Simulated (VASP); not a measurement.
K2H3Au:

```
K H Au
1.0
     3.60369    0.00277    0.03940
    -1.79945    3.15963   -0.01502
     0.09028    0.01237    8.13536
K H Au
2 3 1
Direct
  0.66019 0.31111 0.30768
  0.65480 0.32942 0.68938
  0.98641 0.98479 0.49683
  0.34867 0.69575 0.00689
  0.31370 0.67343 0.49219
  0.99408 0.99204 0.99985
```

* Program: VASP 6.6.1
* Task: relaxation of cell and atoms
* Functional: PBEsol
* Potentials or basis: VASP PAW PBE potentials, release 64 (K_sv, H, Au)
* Cutoff: 600 eV
* k mesh: 6 × 6 × 2
* Occupations: fermi-dirac, width 0.05 eV
* Spin: no spin polarisation

At the start: pressure 0.8 GPa; volume 15.44 Å³/atom.

Where does the relaxation end?

Over 38 steps the energy falls by 75.4 meV/atom and the volume is 17.28 Å³/atom (+11.9 %); space group P1 (No. 1, to 0.1 Å) before, Amm2 (No. 38, to 0.1 Å).

The path:
| step | energy change (eV) | largest force (eV/Å) | pressure (GPa) | volume (Å³) |
| --- | --- | --- | --- | --- |
| 1 | 0.0000 | 0.4440 | 0.83 | 92.66 |
| 2 | -0.0317 | 0.4944 | 0.47 | 93.73 |
| 3 | -0.1070 | 0.5996 | -0.41 | 96.98 |
| 4 | -0.1494 | 0.5385 | -1.59 | 103.60 |
| 5 | -0.1528 | 0.5747 | -1.33 | 101.83 |
| 6 | -0.1788 | 0.5373 | -1.22 | 101.94 |
| 7 | -0.2381 | 0.4055 | -0.79 | 102.27 |
| 8 | -0.2515 | 0.4798 | -0.13 | 102.92 |
| 9 | -0.2638 | 0.4256 | -0.33 | 102.66 |
| 10 | -0.3070 | 0.3713 | -0.17 | 102.19 |
| 11 | -0.3739 | 0.2256 | 0.40 | 100.75 |
| 12 | -0.3763 | 0.2804 | 0.58 | 100.35 |
| 13 | -0.3935 | 0.1938 | 0.25 | 101.63 |
| 14 | -0.4046 | 0.1261 | -0.20 | 103.65 |
| 15 | -0.4121 | 0.1006 | -0.05 | 103.36 |
| 16 | -0.4151 | 0.1153 | 0.13 | 103.01 |
| 17 | -0.4210 | 0.1058 | -0.01 | 103.33 |
| 18 | -0.4249 | 0.1103 | -0.25 | 103.94 |
| 19 | -0.4304 | 0.1211 | -0.12 | 103.35 |
| 20 | -0.4359 | 0.1186 | 0.36 | 101.64 |
| 21 | -0.4364 | 0.1169 | 0.21 | 102.11 |
| 22 | -0.4431 | 0.0807 | 0.24 | 102.22 |
| 23 | -0.4469 | 0.0575 | 0.28 | 102.35 |
| 24 | -0.4494 | 0.0484 | 0.00 | 103.47 |
| 25 | -0.4495 | 0.0471 | -0.08 | 103.79 |
| 26 | -0.4503 | 0.0388 | -0.04 | 103.72 |
| 27 | -0.4506 | 0.0340 | 0.02 | 103.63 |
| 28 | -0.4511 | 0.0296 | 0.01 | 103.64 |
| 29 | -0.4513 | 0.0294 | 0.00 | 103.65 |
| 30 | -0.4516 | 0.0193 | -0.01 | 103.65 |
| 31 | -0.4517 | 0.0213 | -0.01 | 103.64 |
| 32 | -0.4516 | 0.0452 | -0.02 | 103.63 |
| 33 | -0.4517 | 0.0258 | -0.01 | 103.64 |
| 34 | -0.4519 | 0.0116 | 0.01 | 103.56 |
| 35 | -0.4519 | 0.0137 | 0.02 | 103.54 |
| 36 | -0.4520 | 0.0109 | 0.01 | 103.59 |
| 37 | -0.4520 | 0.0110 | -0.01 | 103.72 |
| 38 | -0.4521 | 0.0095 | -0.01 | 103.65 |

Final structure:
```cif
data_structure
_symmetry_space_group_name_H-M 'P 1'
_symmetry_Int_Tables_number 1
_cell_length_a 3.6455
_cell_length_b 3.9434
_cell_length_c 8.1089
_cell_angle_alpha 90.019
_cell_angle_beta 89.970
_cell_angle_gamma 117.230
_cell_volume 103.65
loop_
_atom_site_label
_atom_site_type_symbol
_atom_site_fract_x
_atom_site_fract_y
_atom_site_fract_z
_atom_site_occupancy
K1 K 0.64110 0.29733 0.30467 1
K2 K 0.64124 0.29776 0.69289 1
H1 H 0.94359 0.89937 0.49892 1
H2 H 0.44379 0.89203 0.99886 1
H3 H 0.33695 0.69367 0.49863 1
Au1 Au 0.95118 0.90639 0.99885 1
```

Caveat: the k points lie up to 0.39 Å⁻¹ apart in the final cell, too coarse for converged energies and pressures of a metal; the PAW data sets were made with another functional, which shifts forces and pressure a little.
